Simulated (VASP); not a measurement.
Here is a VASP 6.6.1 calculation.

The input INCAR:

```
PREC = Accurate
ENCUT = 520
EDIFF = 1E-7
ISMEAR = 0
SIGMA = 0.1
LREAL = F
LASPH = T
NELM = 80
ALGO = Normal
ISIF = 2
LWAVE = F
LCHARG = F
GGA = PE
NBANDS = 19
```

The input KPOINTS:

```
Automatic mesh
0
Gamma
  4 4 4
```

POSCAR

```
SiTe3
1.0
    4.7073466509      0.0000000000      0.0000000000
    0.0000000000      4.7073466509      0.0000000000
    0.0000000000      0.0000000000      4.7073466509
Si Te
1 3
Direct
    0.0000000000      0.0000000000      0.0000000000
    0.5000000000      0.0000000000      0.5000000000
    0.0000000000      0.5000000000      0.5000000000
    0.5000000000      0.5000000000      0.0000000000
```

Potentials or basis: VASP PAW PBE potentials, release 64 (Si, Te).

The run is started by

```sh
$ cat potpaw_PBE.64/Si/POTCAR potpaw_PBE.64/Te/POTCAR > POTCAR
$ mpirun -np 1 vasp_std > vasp.out
```

(1) Estimate the band gap on the k mesh.

(2) Predict the pressure.

## Answers

(1) zero (band 11 reaches 10.01 eV, above the bottom of band 12 at 7.29 eV).

(2) -0.1 GPa.

Caveat: spin-orbit coupling is left out, which moves the levels of the heavy elements.
